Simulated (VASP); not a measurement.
# Be (Pm-3m) in VASP: further runs

Be is run at these levels: LDA; tasks: single point.

Everything below comes from runs of VASP 6.6.1. Logs are shortened: lines on timing, memory, paths and dates and some standing lists are left out, and cuts for length are marked.

## Step 1: The cell of the first run

It takes space group Pm-3m (No. 221, cubic). The conventional cell has a = 1.988 Å, b = 1.988 Å, c = 1.988 Å, α = 90.00°, β = 90.00°, γ = 90.00°. Be (site symmetry m-3m) has 6 Be at 1.99 Å within 2.6 Å.

## Step 2: Single point, LDA (volume scaled by 0.8)

Contents of INCAR:

```
SYSTEM = Be
PREC = Accurate ; ENCUT = 600
EDIFF = 1E-6 ; ISMEAR = -1
SIGMA = 0.1 ; LREAL = .False.
LASPH = .True. ; NELM = 120
ALGO = Normal ; ISIF = 2
LWAVE = .False. ; LCHARG = .False.
NBANDS = 7 ; GGA_COMPAT = .False.
```

Contents of KPOINTS:

```
Automatic mesh
0
Gamma
  21 21 21
  0 0 0
```

Contents of POSCAR:

```
Be
1.0
    1.9879060893      0.0000000000      0.0000000000
    0.0000000000      1.9879060893      0.0000000000
    0.0000000000      0.0000000000      1.9879060893
Be
1
Direct
    0.0000000000      0.0000000000      0.0000000000
```

Potentials or basis: VASP PAW LDA potentials, release 64 (Be).

Started as:

```console
> cat potpaw_LDA.64/Be/POTCAR > POTCAR
> mpirun -np 1 vasp_std > vasp.out
```

OUTCAR:

```text
SYSTEM = Be
   PREC = Accurate
   ENCUT = 600
   EDIFF = 1E-6
   ISMEAR = -1
   LREAL = .False.
   LASPH = .True.
   NELM = 120
   ISIF = 2

 ion  position               nearest neighbor table
   1  0.000  0.000  0.000-

  LATTYP: Found a simple cubic cell.
 ALAT       =     1.9879060893

  Lattice vectors:

 A1 = (   1.9879060893,   0.0000000000,   0.0000000000)
 A2 = (   0.0000000000,   1.9879060893,   0.0000000000)
 A3 = (   0.0000000000,   0.0000000000,   1.9879060893)

Analysis of symmetry for initial positions (statically):
=====================================================================
 Subroutine PRICEL returns:
 Original cell was already a primitive cell.

 Routine SETGRP: Setting up the symmetry group for a
 simple cubic supercell.

 Subroutine GETGRP returns: Found 48 space group operations
 (whereof 48 operations were pure point group operations)
 out of a pool of 48 trial point group operations.

The static configuration has the point symmetry O_h .

Analysis of symmetry for dynamics (positions and initial velocities):
=====================================================================
 Subroutine PRICEL returns:
 Original cell was already a primitive cell.

 Routine SETGRP: Setting up the symmetry group for a
 simple cubic supercell.

 Subroutine GETGRP returns: Found 48 space group operations
 (whereof 48 operations were pure point group operations)
 out of a pool of 48 trial point group operations.

The dynamic configuration has the point symmetry O_h .

 Subroutine INISYM returns: Found 48 space group operations
 (whereof 48 operations are pure point group operations),
 and found     1 'primitive' translations

----------------------------------------------------------------------------------------

                                     Primitive cell

  volume of cell :       7.8557

  direct lattice vectors                    reciprocal lattice vectors
     1.987906089  0.000000000  0.000000000     0.503041872  0.000000000  0.000000000
     0.000000000  1.987906089  0.000000000     0.000000000  0.503041872  0.000000000
     0.000000000  0.000000000  1.987906089     0.000000000  0.000000000  0.503041872

  length of vectors
     1.987906089  1.987906089  1.987906089     0.503041872  0.503041872  0.503041872

  position of ions in fractional coordinates (direct lattice)
     0.000000000  0.000000000  0.000000000

  ion indices of the primitive-cell ions
   primitive index   ion index
                 1           1

----------------------------------------------------------------------------------------

 KPOINTS: Automatic mesh

Automatic generation of k-mesh.
 Grid dimensions read from file:
 generate k-points for:   21   21   21

 Generating k-lattice:

  Cartesian coordinates                     Fractional coordinates (reciprocal lattice)
     0.023954375  0.000000000  0.000000000     0.047619048  0.000000000  0.000000000
     0.000000000  0.023954375  0.000000000     0.000000000  0.047619048  0.000000000
     0.000000000  0.000000000  0.023954375     0.000000000  0.000000000  0.047619048

  Length of vectors
     0.023954375  0.023954375  0.023954375

  Shift w.r.t. Gamma in fractional coordinates (k-lattice)
     0.000000000  0.000000000  0.000000000

 Subroutine IBZKPT returns following result:
 ===========================================

 Found    286 irreducible k-points:

 Following reciprocal coordinates:
            Coordinates               Weight
  0.000000  0.000000  0.000000      1.000000
  0.047619  0.000000  0.000000      6.000000
  0.095238  0.000000  0.000000      6.000000
  0.142857  0.000000  0.000000      6.000000
  0.190476  0.000000  0.000000      6.000000
  0.238095  0.000000  0.000000      6.000000
[... 16 lines left out ...]
  0.142857  0.095238  0.000000     24.000000
  0.190476  0.095238  0.000000     24.000000
 [... further k-points ...]
   k-points           NKPTS =    286   k-points in BZ     NKDIM =    286   number of bands    NBANDS=      7
   number of dos      NEDOS =    301   number of ions     NIONS =      1
   total plane-waves  NPLWV =   4096
   dimension x,y,z NGX =    16 NGY =   16 NGZ =   16
   dimension x,y,z NGXF=    32 NGYF=   32 NGZF=   32
   ions per type =               1
   NGX,Y,Z   is equivalent  to a cutoff of  13.38, 13.38, 13.38 a.u.
   NGXF,Y,Z  is equivalent  to a cutoff of  26.76, 26.76, 26.76 a.u.
 SYSTEM =  Be
   PREC   = accura    normal or accurate (medium, high low for compatibility)
   ISTART =      0    job   : 0-new  1-cont  2-samecut
   ICHARG =      2    charge: 1-file 2-atom 10-const
   ISPIN  =      1    spin polarized calculation?
   LNONCOLLINEAR =      F non collinear calculations
   LSORBIT =      F    spin-orbit coupling
   LASPH  =      T    aspherical Exc in radial PAW
   ENCUT  =  600.0 eV  44.10 Ry    6.64 a.u.   3.97  3.97  3.97*2*pi/ulx,y,z
   NELM   =    120;   NELMIN=  2; NELMDL= -5     # of ELM steps
   EDIFF  = 0.1E-05   stopping-criterion for ELM
   LREAL  =      F    real-space projection
   EDIFFG = 0.1E-04   stopping-criterion for IOM
   NSW    =      0    number of steps for IOM
   IBRION =     -1    ionic relax: 0-MD 1-quasi-New 2-CG
   NFREE  =      0    steps in history (QN), initial steepest desc. (CG)
   ISIF   =      2    stress and relaxation
   ISYM   =      2    0-nonsym 1-usesym 2-fastsym
   POTIM  = 0.5000    time-step for ionic-motion
   TEBEG  =    0.0;   TEEND  =   0.0 temperature during run
   PSTRESS=    0.0 pullay stress
   NELECT =       2.0000    total number of electrons
   NUPDOWN=      -1.0000    fix difference up-down
   EMIN   =  10.00;   EMAX   =-10.00  energy-range for DOS
   EFERMI =   0.00;   METHOD = LEGACY
   ISMEAR =    -1;   SIGMA  =   0.10  broadening in eV -4-tet -1-fermi 0-gaus
   EFERMI_NEDOS =   21; number of points for ismear=-14 and -15
   IALGO  =     38    algorithm
   IMIX   =      4    mixing-type and parameters
     AMIX     =   0.40;   BMIX     =  1.00
     AMIX_MAG =   1.60;   BMIX_MAG =  1.00
  volume/ion in A,a.u.               =       7.86        53.01
  Fermi-wavevector in a.u.,A,eV,Ry     =   1.037582  1.960745 14.647702  1.076576
  Thomas-Fermi vector in A             =   2.172026
   LORBIT       =      0    0 simple, 1 ext, 2 COOP (PROOUT), +10 PAW based schemes
   GGA     = CA    functional components
   LHFCALC =     F    Hartree Fock is set to
   AEXX    =    0.0000 exact exchange contribution
   IVDW    =     0    specifies the selected vdW correction
   LEPSILON=     F    determine dielectric tensor
   LRPA    =     F    only Hartree local field effects (RPA)
 non-spin polarized calculation
  energy-cutoff  :      600.00
  volume of cell :        7.86
 maximum number of plane-waves:       280
 NGX is ok and might be reduce to    16
   NGX =  7   NGY =  7   NGZ =  7

 number of electron       2.0000000 magnetization

 Free energy of the ion-electron system (eV)
  ---------------------------------------------------
  ext. energy  EPLUGINS =         0.00000000
  ---------------------------------------------------
  free energy    TOTEN  =        -3.01277535 eV

  energy without entropy =       -3.00087638  energy(sigma->0) =       -3.00682586

 E-fermi :   6.8610     XC(G=0): -10.6317

 val. band max:        6.8503247515   @ k =   0.4762   0.3333   0.0000
 cond. band min:       6.8680704710   @ k =   0.4286   0.1429   0.0952
 fundamental gap:      0.0177457195
 Fermi energy:         6.8610212857

 k-point     1 :       0.0000    0.0000    0.0000
  band No.  band energies     occupation
      1      -4.3729      2.00000
      2      22.8740      0.00000
      3      22.8740      0.00000
      4      22.8740      0.00000
      5      29.1740      0.00000
      6      29.1740      0.00000
      7      41.0322      0.00000

 k-point     2 :       0.0476    0.0000    0.0000
  band No.  band energies     occupation
      1      -4.3114      2.00000
      2      21.8231      0.00000
      3      22.9427      0.00000
      4      22.9427      0.00000
      5      29.2568      0.00000
      6      30.3426      0.00000
      7      40.9294      0.00000

 k-point     3 :       0.0952    0.0000    0.0000
  band No.  band energies     occupation
      1      -4.1271      2.00000
      2      19.7331      0.00000
      3      23.1477      0.00000
      4      23.1477      0.00000
      5      29.5048      0.00000
      6      32.7619      0.00000
      7      40.6545      0.00000

 k-point     4 :       0.1429    0.0000    0.0000
  band No.  band energies     occupation
      1      -3.8212      2.00000
      2      17.4579      0.00000
      3      23.4840      0.00000
      4      23.4840      0.00000
      5      29.9169      0.00000
      6      35.4552      0.00000
      7      40.3537      0.00000

 k-point     5 :       0.1905    0.0000    0.0000
  band No.  band energies     occupation
      1      -3.3961      2.00000
      2      15.2235      0.00000
      3      23.9430      0.00000
      4      23.9430      0.00000
      5      30.4904      0.00000
      6      37.5527      0.00000
      7      40.6909      0.00000

 k-point     6 :       0.2381    0.0000    0.0000
  band No.  band energies     occupation
      1      -2.8560      2.00000
      2      13.1006      0.00000
      3      24.5096      0.00000
      4      24.5096      0.00000
      5      31.2210      0.00000
      6      37.8543      0.00000
      7      42.7863      0.00000

 k-point     7 :       0.2857    0.0000    0.0000
  band No.  band energies     occupation
      1      -2.2085      2.00000
      2      11.1217      0.00000
      3      25.1596      0.00000
      4      25.1596      0.00000
      5      32.1002      0.00000
      6      37.4145      0.00000
      7      45.4817      0.00000
[... 121 lines left out ...]
 k-point    20 :       0.4286    0.0476    0.0000
  band No.  band energies     occupation
      1       0.1761      2.00000
      2       6.4357      1.97197
      3      26.4696      0.00000
      4      27.1487      0.00000
      5      35.0471      0.00000
      6      36.0018      0.00000
      7      40.2628      0.00000

 k-point    21 :       0.4762    0.0476    0.0000
  band No.  band energies     occupation
      1       0.7251      2.00000
      2       5.6197      1.99999
      3      26.8411      0.00000
      4      27.4738      0.00000
      5      34.7083      0.00000
      6      36.8176      0.00000
      7      39.4711      0.00000

 k-point    22 :       0.0952    0.0952    0.0000
  band No.  band energies     occupation
      1      -3.8792      2.00000
      2      18.9840      0.00000
      3      21.2764      0.00000
      4      23.4204      0.00000
      5      31.6638      0.00000
      6      34.2848      0.00000
      7      40.1011      0.00000

 k-point    23 :       0.1429    0.0952    0.0000
  band No.  band energies     occupation
      1      -3.5709      2.00000
      2      17.2579      0.00000
      3      21.1568      0.00000
      4      23.7555      0.00000
      5      32.4483      0.00000
      6      36.5155      0.00000
      7      39.5651      0.00000

 k-point    24 :       0.1905    0.0952    0.0000
  band No.  band energies     occupation
      1      -3.1422      2.00000
      2      15.2028      0.00000
      3      21.5097      0.00000
      4      24.2125      0.00000
      5      33.1002      0.00000
      6      37.7920      0.00000
      7      40.2028      0.00000

 [... further k-points ...]

------------------------ aborting loop because EDIFF is reached ----------------------------------------

  FORCE on cell =-STRESS in cart. coord.  units (eV):
  Direction    XX          YY          ZZ          XY          YZ          ZX
  --------------------------------------------------------------------------------------
  -------------------------------------------------------------------------------------
  Total        1.2978904      1.2978904      1.2978904      0.0000000      0.0000000      0.0000000
  in kB      264.7043067    264.7043067    264.7043067      0.0000000      0.0000000      0.0000000
  external PRESSURE =     264.7043067 kB  Pullay stress =       0.0000000 kB

 VOLUME and BASIS-vectors are now :
 -----------------------------------------------------------------------------
  energy-cutoff  :      600.00
  volume of cell :        7.86
      direct lattice vectors                 reciprocal lattice vectors
     1.987906089  0.000000000  0.000000000     0.503041872  0.000000000  0.000000000
     0.000000000  1.987906089  0.000000000     0.000000000  0.503041872  0.000000000
     0.000000000  0.000000000  1.987906089     0.000000000  0.000000000  0.503041872

 POSITION                                       TOTAL-FORCE (eV/Angst)
 -----------------------------------------------------------------------------------
      0.00000      0.00000      0.00000         0.000000      0.000000      0.000000
 -----------------------------------------------------------------------------------
    total drift:                               -0.000000     -0.000000     -0.000000

  FREE ENERGIE OF THE ION-ELECTRON SYSTEM (eV)
  ---------------------------------------------------
  free  energy   TOTEN  =        -3.0127753514 eV

  energy  without entropy=       -3.0008763785  energy(sigma->0) =       -3.00682586
```

It took 2.6 s on 1 thread of Intel Xeon 6975P-C (Granite Rapids), shared host; peak memory 0.12 GiB.

Results:

```yaml
Free_energy: -3.0128 eV
Pressure: 26.5 GPa
Band_gap_on_the_k_mesh: zero (band 1 reaches 12.73 eV, above the bottom of band 2 at 5.59 eV)
```

Caveat: the cell differs from its parent crystal (volume scaled by 0.8).

## Step 3: Single point, LDA

This run uses another cell than the first one, of 4.91 Å³/atom, 0.625 times its volume.

Contents of INCAR:

```
SYSTEM = Be
ALGO     = Normal         ! electronic algorithm
EDIFF    = 1E-6           ! SCF threshold, eV
ENCUT    = 600            ! plane-wave cutoff, eV
GGA      = CA             ! functional
GGA_COMPAT= .FALSE.      
ISIF     = 2              ! what is computed and relaxed
ISMEAR   = -1             ! smearing method
LASPH    = .TRUE.         ! aspherical terms in the spheres
LCHARG   = .TRUE.         ! write CHGCAR
LELF     = .TRUE.         ! ELF
LREAL    = .FALSE.        ! projectors in reciprocal space
LVHAR    = .TRUE.       
LWAVE    = .FALSE.        ! write WAVECAR
NBANDS   = 7              ! bands
NELM     = 120            ! most SCF steps
PREC     = Accurate       ! precision mode
SIGMA    = 0.1            ! smearing width, eV
```

Contents of KPOINTS:

```
k-points
0
G
  21 21 21
  0 0 0
```

Contents of POSCAR:

```
Be
1.0
    1.6996357985      0.0000000000      0.0000000000
    0.0000000000      1.6996357985      0.0000000000
    0.0000000000      0.0000000000      1.6996357985
Be
1
Direct
    0.0000000000      0.0000000000      0.0000000000
```

Potentials or basis: VASP PAW LDA potentials, release 64 (Be).

Started as:

```console
> cat potpaw_LDA.64/Be/POTCAR > POTCAR
> mpirun -np 1 vasp_std > vasp.out
```

Run time: 8.2 s. Hardware: 1 thread of Intel Xeon 8259CL, shared host; peak memory 0.11 GiB.

The run converged. Its results:

```yaml
Free_energy: -1.5612 eV
Pressure: 168.5 GPa
Band_gap_on_the_k_mesh: zero (band 1 reaches 19.99 eV, above the bottom of band 2 at 12.03 eV)
```

Levels at points of the mesh, in eV from the Fermi level:
| k point | band 1 | band 2 | band 3 | band 4 | band 5 |
| --- | --- | --- | --- | --- | --- |
| (0.00, 0.00, 0.00) | -14.65 | 21.81 | 21.81 | 21.81 | 28.87 |

## Step 4: Single point, LDA

This run uses another cell than the first one, of 8.84 Å³/atom, 1.125 times its volume.

Contents of INCAR:

```
PREC = Accurate ; ENCUT = 600
EDIFF = 1E-6 ; ISMEAR = -5
SIGMA = 0.1 ; LREAL = False
LASPH = True ; NELM = 120
ALGO = Normal ; ISIF = 2
LWAVE = False ; LCHARG = True
LELF = True ; LVHAR = True
NBANDS = 7 ; GGA_COMPAT = False
```

Contents of KPOINTS:

```
regular mesh
0
Gamma
  21 21 21
```

Contents of POSCAR:

```
Be
1.0
    2.0675056490      0.0000000000      0.0000000000
    0.0000000000      2.0675056490      0.0000000000
    0.0000000000      0.0000000000      2.0675056490
Be
1
Direct
    0.0000000000      0.0000000000      0.0000000000
```

Started as:

```console
> cat potpaw_LDA.64/Be/POTCAR > POTCAR
> mpirun -np 1 vasp_std > vasp.out
```

Wall time 25 s (1 thread of Intel Xeon 8259CL, shared host); peak memory 0.13 GiB.

It converged, with:

- Free energy: -3.1158 eV
- Pressure: 10.1 GPa
- Band gap on the k mesh: zero (band 1 reaches 11.26 eV, above the bottom of band 2 at 4.37 eV)

Levels at points of the mesh, in eV from the Fermi level:
| k point | band 1 | band 2 | band 3 | band 4 | band 5 |
| --- | --- | --- | --- | --- | --- |
| (0.00, 0.00, 0.00) | -10.50 | 14.75 | 14.75 | 14.75 | 20.88 |

Caveat: tetrahedron occupations give inexact forces and stress in metals.

## Step 5: Overview

```csv
cell,smearing,gap on the mesh (eV),pressure (GPa)
"a = 1.988 Å, 1 atom",fermi-dirac 0.1 eV,none,26.5
"a = 1.700 Å, 1 atom",fermi-dirac 0.1 eV,none,168.5
"a = 2.068 Å, 1 atom",tetrahedron,none,10.1
```

Alike in all rows: task single point; level LDA; potentials or basis VASP PAW LDA potentials, release 64 (Be); no spin polarisation; k mesh 21 × 21 × 21; cutoff (eV) 600.

Caveats: tetrahedron occupations give inexact forces and stress in metals (some runs).

Total energies depend on the potentials used, so only differences within one code and one set of settings carry meaning.
